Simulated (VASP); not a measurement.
# MgZn4O (Cmmm) in VASP: single point with PBE

Aim: the single point of MgZn4O with PBE.

Everything below comes from runs of VASP 6.6.1. Logs are shortened: lines on timing, memory, paths and dates and some standing lists are left out, and cuts for length are marked.

## 1. The cell of the first run

It takes space group Cmmm (No. 65, orthorhombic). Conventional cell: a = 5.298 Å, b = 8.102 Å, c = 4.229 Å, α = 90.00°, β = 90.00°, γ = 90.00°. Mg (site symmetry mmm) has 14 Zn at 2.75 to 3.21 Å and 4 O at 3.39 Å within 3.6 Å. Zn (site symmetry m2m) has 2 O at 2.49 Å and 7 Zn at 2.60 to 3.01 Å and 3 Mg at 2.75 to 2.95 Å within 3.3 Å. Within 3.3 Å of Zn (site symmetry 2/m) lie 2 O at 2.42 Å and 6 Zn at 2.60 to 2.65 Å and 4 Mg at 3.21 Å. O (site symmetry mmm) has 8 Zn at 2.42 to 2.49 Å within 3.2 Å.

The cell was generated, and may not be a known phase.

## 2. Single point, PBE

INCAR

```
PREC = Accurate
ENCUT = 840
EDIFF = 1E-6
ISMEAR = 0
SIGMA = 0.2
LREAL = False
LASPH = True
NELM = 120
ALGO = Normal
ISIF = 2
LWAVE = False
LCHARG = True
GGA = PE
LELF = True
LVHAR = True
NBANDS = 41
GGA_COMPAT = False
```

KPOINTS

```
regular mesh
0
Gamma
  4 4 4
```

POSCAR

```
MgZn4O
1.0
    2.6487971974     -4.0511099812      0.0000000000
    2.6487971974      4.0511099812      0.0000000000
    0.0000000000      0.0000000000      4.2289840534
Mg Zn O
1 4 1
Direct
    0.0000000000      0.0000000000      0.0000000000
    0.3388148603      0.6611851397      0.0000000000
    0.6611851397      0.3388148603      0.0000000000
    0.5000000000      0.0000000000      0.5000000000
    0.0000000000      0.5000000000      0.5000000000
    0.5000000000      0.5000000000      0.5000000000
```

Potentials or basis: VASP PAW PBE potentials, release 64 (Mg_sv, Zn, O).

Command:

```bash
cat potpaw_PBE.64/Mg_sv/POTCAR potpaw_PBE.64/Zn/POTCAR potpaw_PBE.64/O/POTCAR > POTCAR
mpirun -np 1 vasp_std > vasp.out
```

OUTCAR:

```text
PREC = Accurate
   ENCUT = 840
   EDIFF = 1E-6
   ISMEAR = 0
   LREAL = False
   LASPH = True
   NELM = 120
   ISIF = 2
   GGA = PE

 ion  position               nearest neighbor table
   1  0.000  0.000  0.000-
   2  0.339  0.661  0.000-   6 2.49   6 2.49   4 2.60   4 2.60   5 2.60   5 2.60   3 2.61   3 3.01
                             3 3.01
   3  0.661  0.339  0.000-   6 2.49   6 2.49   4 2.60   4 2.60   5 2.60   5 2.60   2 2.61   2 3.01
                             2 3.01
   4  0.500  0.000  0.500-   6 2.42   6 2.42   2 2.60   2 2.60   3 2.60   3 2.60   5 2.65   5 2.65

   5  0.000  0.500  0.500-   6 2.42   6 2.42   2 2.60   2 2.60   3 2.60   3 2.60   4 2.65   4 2.65

   6  0.500  0.500  0.500-   4 2.42   5 2.42   4 2.42   5 2.42   2 2.49   3 2.49   2 2.49   3 2.49

  LATTYP: Found a base centered orthorhombic cell.
 ALAT       =     5.2975943948
 B/A-ratio  =     1.5294149304
 C/A-ratio  =     0.7982838508

  Lattice vectors:

 A1 = (   2.6487971974,  -4.0511099812,   0.0000000000)
 A2 = (   2.6487971974,   4.0511099812,   0.0000000000)
 A3 = (   0.0000000000,   0.0000000000,   4.2289840534)

Analysis of symmetry for initial positions (statically):
=====================================================================
 Subroutine PRICEL returns:
 Original cell was already a primitive cell.

 Routine SETGRP: Setting up the symmetry group for a
 base centered orthorhombic supercell.

 Subroutine GETGRP returns: Found  8 space group operations
 (whereof  8 operations were pure point group operations)
 out of a pool of  8 trial point group operations.

The static configuration has the point symmetry D_2h.

Analysis of symmetry for dynamics (positions and initial velocities):
=====================================================================
 Subroutine PRICEL returns:
 Original cell was already a primitive cell.

 Routine SETGRP: Setting up the symmetry group for a
 base centered orthorhombic supercell.

 Subroutine GETGRP returns: Found  8 space group operations
 (whereof  8 operations were pure point group operations)
 out of a pool of  8 trial point group operations.

The dynamic configuration has the point symmetry D_2h.

 Subroutine INISYM returns: Found  8 space group operations
 (whereof  8 operations are pure point group operations),
 and found     1 'primitive' translations

----------------------------------------------------------------------------------------

                                     Primitive cell

  volume of cell :      90.7588

  direct lattice vectors                    reciprocal lattice vectors
     2.648797197 -4.051109981  0.000000000     0.188764923 -0.123422964  0.000000000
     2.648797197  4.051109981  0.000000000     0.188764923  0.123422964  0.000000000
     0.000000000  0.000000000  4.228984053     0.000000000  0.000000000  0.236463412

  length of vectors
     4.840208536  4.840208536  4.228984053     0.225533643  0.225533643  0.236463412

  position of ions in fractional coordinates (direct lattice)
     0.000000000  0.000000000  0.000000000
     0.338814860  0.661185140  0.000000000
     0.661185140  0.338814860  0.000000000
     0.500000000  0.000000000  0.500000000
     0.000000000  0.500000000  0.500000000
     0.500000000  0.500000000  0.500000000

  ion indices of the primitive-cell ions
   primitive index   ion index
                 1           1
                 2           2
                 3           3
                 4           4
                 5           5
                 6           6

----------------------------------------------------------------------------------------

 KPOINTS: regular mesh

Automatic generation of k-mesh.
 Grid dimensions read from file:
 generate k-points for:    4    4    4

 Generating k-lattice:

  Cartesian coordinates                     Fractional coordinates (reciprocal lattice)
     0.047191231 -0.030855741  0.000000000     0.250000000  0.000000000  0.000000000
     0.047191231  0.030855741  0.000000000     0.000000000  0.250000000  0.000000000
     0.000000000  0.000000000  0.059115853     0.000000000  0.000000000  0.250000000

  Length of vectors
     0.056383411  0.056383411  0.059115853

  Shift w.r.t. Gamma in fractional coordinates (k-lattice)
     0.000000000  0.000000000  0.000000000

 Subroutine IBZKPT returns following result:
 ===========================================

 Found     21 irreducible k-points:

 Following reciprocal coordinates:
            Coordinates               Weight
  0.000000  0.000000  0.000000      1.000000
  0.250000  0.000000  0.000000      4.000000
  0.500000  0.000000  0.000000      2.000000
  0.250000  0.250000  0.000000      2.000000
  0.500000  0.250000  0.000000      4.000000
 -0.250000  0.250000  0.000000      2.000000
[... 13 lines left out ...]
 -0.250000  0.250000  0.500000      2.000000
  0.500000  0.500000  0.500000      1.000000
   k-points           NKPTS =     21   k-points in BZ     NKDIM =     21   number of bands    NBANDS=     41
   number of dos      NEDOS =    301   number of ions     NIONS =      6
   total plane-waves  NPLWV =  92160
   dimension x,y,z NGX =    48 NGY =   48 NGZ =   40
   dimension x,y,z NGXF=    96 NGYF=   96 NGZF=   80
   ions per type =               1   4   1
   NGX,Y,Z   is equivalent  to a cutoff of  16.49, 16.49, 15.72 a.u.
   NGXF,Y,Z  is equivalent  to a cutoff of  32.97, 32.97, 31.45 a.u.
 SYSTEM =  unknown system
   PREC   = accura    normal or accurate (medium, high low for compatibility)
   ISTART =      0    job   : 0-new  1-cont  2-samecut
   ICHARG =      2    charge: 1-file 2-atom 10-const
   ISPIN  =      1    spin polarized calculation?
   LNONCOLLINEAR =      F non collinear calculations
   LSORBIT =      F    spin-orbit coupling
   LASPH  =      T    aspherical Exc in radial PAW
   ENCUT  =  840.0 eV  61.74 Ry    7.86 a.u.  11.44 11.44  9.99*2*pi/ulx,y,z
   NELM   =    120;   NELMIN=  2; NELMDL= -5     # of ELM steps
   EDIFF  = 0.1E-05   stopping-criterion for ELM
   LREAL  =      F    real-space projection
[... 7 lines left out ...]
   TEBEG  =    0.0;   TEEND  =   0.0 temperature during run
   PSTRESS=    0.0 pullay stress
   NELECT =      64.0000    total number of electrons
   NUPDOWN=      -1.0000    fix difference up-down
   EMIN   =  10.00;   EMAX   =-10.00  energy-range for DOS
   EFERMI =   0.00;   METHOD = LEGACY
   ISMEAR =     0;   SIGMA  =   0.20  broadening in eV -4-tet -1-fermi 0-gaus
   EFERMI_NEDOS =   21; number of points for ismear=-14 and -15
   IALGO  =     38    algorithm
   IMIX   =      4    mixing-type and parameters
     AMIX     =   0.40;   BMIX     =  1.00
     AMIX_MAG =   1.60;   BMIX_MAG =  1.00
  volume/ion in A,a.u.               =      15.13       102.08
  Fermi-wavevector in a.u.,A,eV,Ry     =   1.457153  2.753620 28.889190  2.123296
  Thomas-Fermi vector in A             =   2.573988
   LORBIT       =      0    0 simple, 1 ext, 2 COOP (PROOUT), +10 PAW based schemes
   GGA     = PE    functional components
   LHFCALC =     F    Hartree Fock is set to
   AEXX    =    0.0000 exact exchange contribution
   IVDW    =     0    specifies the selected vdW correction
   LEPSILON=     F    determine dielectric tensor
   LRPA    =     F    only Hartree local field effects (RPA)
 non-spin polarized calculation
 Gauss-broadening in eV      SIGMA  =   0.20
  energy-cutoff  :      840.00
  volume of cell :       90.76
 maximum number of plane-waves:      5044
 NGX is ok and might be reduce to    48
   NGX = 23   NGY = 23   NGZ = 19

 number of electron      63.9999988 magnetization

 Free energy of the ion-electron system (eV)
  ---------------------------------------------------
  ext. energy  EPLUGINS =         0.00000000
  ---------------------------------------------------
  free energy    TOTEN  =       -11.46479954 eV

  energy without entropy =      -11.43693216  energy(sigma->0) =      -11.45086585

 E-fermi :   2.8851     XC(G=0): -10.8435

 val. band max:        2.7238245926   @ k =   0.5000   0.0000   0.2500
 cond. band min:       2.9120069125   @ k =  -0.2500   0.2500   0.2500
 fundamental gap:      0.1881823198
 Fermi energy:         2.8851442157

 k-point     1 :       0.0000    0.0000    0.0000
  band No.  band energies     occupation
      1     -73.6385      2.00000
      2     -40.4072      2.00000
      3     -40.4039      2.00000
      4     -40.3788      2.00000
      5     -14.9019      2.00000
      6      -5.8639      2.00000
[... 33 lines left out ...]
     40       9.5898      0.00000
     41      10.2728      0.00000

 k-point     2 :       0.2500    0.0000    0.0000
  band No.  band energies     occupation
      1     -73.6385      2.00000
      2     -40.4072      2.00000
      3     -40.4040      2.00000
      4     -40.3788      2.00000
      5     -14.8756      2.00000
      6      -5.6210      2.00000
[... 33 lines left out ...]
     40       9.6785      0.00000
     41      10.3697      0.00000

 k-point     3 :       0.5000    0.0000    0.0000
  band No.  band energies     occupation
      1     -73.6384      2.00000
      2     -40.4072      2.00000
      3     -40.4040      2.00000
      4     -40.3788      2.00000
      5     -14.8488      2.00000
      6      -5.4176      2.00000
[... 33 lines left out ...]
     40       9.1214      0.00000
     41      10.3978      0.00000

 k-point     4 :       0.2500    0.2500    0.0000
  band No.  band energies     occupation
      1     -73.6385      2.00000
      2     -40.4072      2.00000
      3     -40.4040      2.00000
      4     -40.3788      2.00000
      5     -14.8490      2.00000
      6      -5.3692      2.00000
[... 693 lines left out ...]
     40      11.4463      0.00000
     41      12.9226      0.00000

 k-point    20 :      -0.2500    0.2500    0.5000
  band No.  band energies     occupation
      1     -73.6385      2.00000
      2     -40.4077      2.00000
      3     -40.4040      2.00000
      4     -40.3788      2.00000
      5     -14.7901      2.00000
      6      -5.3341      2.00000
[... 33 lines left out ...]
     40      10.0199      0.00000
     41      10.6725      0.00000

 k-point    21 :       0.5000    0.5000    0.5000
  band No.  band energies     occupation
      1     -73.6385      2.00000
      2     -40.4077      2.00000
      3     -40.4040      2.00000
      4     -40.3788      2.00000
      5     -14.7499      2.00000
      6      -5.3971      2.00000
[... 33 lines left out ...]
     40      11.0383      0.00000
     41      11.1462      0.00000

------------------------ aborting loop because EDIFF is reached ----------------------------------------

  FORCE on cell =-STRESS in cart. coord.  units (eV):
  Direction    XX          YY          ZZ          XY          YZ          ZX
  --------------------------------------------------------------------------------------
  -------------------------------------------------------------------------------------
  Total        0.0612247     -0.0933468      0.4471539      0.0000000      0.0000000      0.0000000
  in kB        1.0808083     -1.6478627      7.8936669      0.0000000      0.0000000      0.0000000
  external PRESSURE =       2.4422042 kB  Pullay stress =       0.0000000 kB

 VOLUME and BASIS-vectors are now :
 -----------------------------------------------------------------------------
  energy-cutoff  :      840.00
  volume of cell :       90.76
      direct lattice vectors                 reciprocal lattice vectors
     2.648797197 -4.051109981  0.000000000     0.188764923 -0.123422964  0.000000000
     2.648797197  4.051109981  0.000000000     0.188764923  0.123422964  0.000000000
     0.000000000  0.000000000  4.228984053     0.000000000  0.000000000  0.236463412

 POSITION                                       TOTAL-FORCE (eV/Angst)
 -----------------------------------------------------------------------------------
      0.00000      0.00000      0.00000         0.000000     -0.000000      0.000000
      2.64880      1.30596      0.00000        -0.000000      0.006169     -0.000000
      2.64880     -1.30596      0.00000        -0.000000     -0.006169      0.000000
      1.32440     -2.02555      2.11449         0.000000     -0.000000      0.000000
      1.32440      2.02555      2.11449        -0.000000     -0.000000      0.000000
      2.64880      0.00000      2.11449        -0.000000     -0.000000      0.000000
 -----------------------------------------------------------------------------------
    total drift:                                0.000000     -0.000000     -0.000000

  FREE ENERGIE OF THE ION-ELECTRON SYSTEM (eV)
  ---------------------------------------------------
  free  energy   TOTEN  =       -11.4647995448 eV

  energy  without entropy=      -11.4369321592  energy(sigma->0) =      -11.45086585
```

It took 1.7 min on 1 thread of Intel Xeon Platinum 8375C at 2.90GHz (Ice Lake), shared host; peak memory 0.37 GiB.

What came out:

```
Free energy            : -11.4648 eV
Pressure               : 0.2 GPa
Largest force          : 0.006 eV/Å
Band gap on the k mesh : zero (bands 32 and 33 overlap by 2.08 eV)
```

Forces on the atoms (eV/Å):
```
Mg   0.000  0.000  0.000
Zn   0.000  0.006  0.000
Zn   0.000 -0.006  0.000
Zn   0.000  0.000  0.000
Zn   0.000  0.000  0.000
O    0.000  0.000  0.000
```

Levels at points of the mesh, in eV from the Fermi level:
| k point | band 28 | band 29 | band 30 | band 31 | band 32 | band 33 | band 34 | band 35 | band 36 | band 37 |
| --- | --- | --- | --- | --- | --- | --- | --- | --- | --- | --- |
| (0.00, 0.00, 0.00) | -4.05 | -3.61 | -1.73 | -1.16 | -0.36 | 0.95 | 2.06 | 2.23 | 2.77 | 3.13 |
| (0.50, 0.00, 0.00) | -4.01 | -3.48 | -1.75 | -1.64 | 1.02 | 1.39 | 2.59 | 2.69 | 3.28 | 4.26 |
| (0.50, 0.50, 0.00) | -4.07 | -3.15 | -2.94 | -1.72 | -0.52 | 0.11 | 2.98 | 3.65 | 4.84 | 5.03 |
| (0.00, 0.00, 0.50) | -4.67 | -3.28 | -2.77 | -0.48 | 0.74 | 0.75 | 1.23 | 1.89 | 2.91 | 3.05 |
| (0.50, 0.00, 0.50) | -4.90 | -3.62 | -3.46 | -2.51 | -0.46 | 0.88 | 1.37 | 3.40 | 3.48 | 5.56 |
| (0.50, 0.50, 0.50) | -5.27 | -3.28 | -2.16 | -1.51 | -0.78 | -0.39 | 0.92 | 1.05 | 2.27 | 7.25 |

Caveat: the k points lie up to 0.37 Å⁻¹ apart, too coarse for converged energies and pressures of a metal.

The gap in the log of VASP goes by the Fermi energy; the results here count the filled bands.